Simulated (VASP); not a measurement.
Wanted: the native input for a VASP 6.6.1 run.

```
Task                   : single point
Functional             : PBE
Potentials or basis    : VASP PAW PBE potentials, release 64 (Ca_sv, O)
Cutoff                 : 520 eV
k mesh                 : 12 × 12 × 6
Occupations            : fermi-dirac, width 0.02 eV
Spin                   : no spin polarisation
Dipole correction      : no
Further INCAR settings : ALGO = Normal; EDIFF = 1e-06; NBANDS = 24
```

The structure of CaO lies in POSCAR:

```
CaO
1.0
    3.7636627637      0.0000000000      0.0000000000
   -1.8818313819      3.2594275647      0.0000000000
    0.0000000000      0.0000000000      4.5096669876
Ca O
2 2
Direct
    0.3333333333      0.6666666667      0.2500000000
    0.6666666667      0.3333333333      0.7500000000
    0.6666666667      0.3333333333      0.2500000000
    0.3333333333      0.6666666667      0.7500000000
```

This cell differs from its parent crystal: strain -5.5%.

The input as run:

INCAR

```
SYSTEM = CaO
PREC = Accurate
ENCUT = 520
EDIFF = 1E-6
ISMEAR = -1
SIGMA = 0.02
LREAL = .FALSE.
LASPH = .TRUE.
NELM = 80
ALGO = Normal
ISIF = 2
LWAVE = .FALSE.
LCHARG = .FALSE.
GGA = PE
NBANDS = 24
```

KPOINTS

```
Automatic mesh
0
G
  12 12 6
  0 0 0
```

Potentials or basis: VASP PAW PBE potentials, release 64 (Ca_sv, O).

Launch:

```sh
$ cat potpaw_PBE.64/Ca_sv/POTCAR potpaw_PBE.64/O/POTCAR > POTCAR
$ mpirun -np 1 vasp_std > vasp.out
```

It gave:

```json
{
 "Pressure": "25.1 GPa",
 "Band gap on the k mesh": "3.77 eV, direct"
}
```

Caveat: the cell differs from its parent crystal (strain -5.5%).

It took 60 s on 1 thread of Intel(R) Xeon(R) Platinum 8488C (Sapphire Rapids) (shared host), peak memory 0.23 GiB.
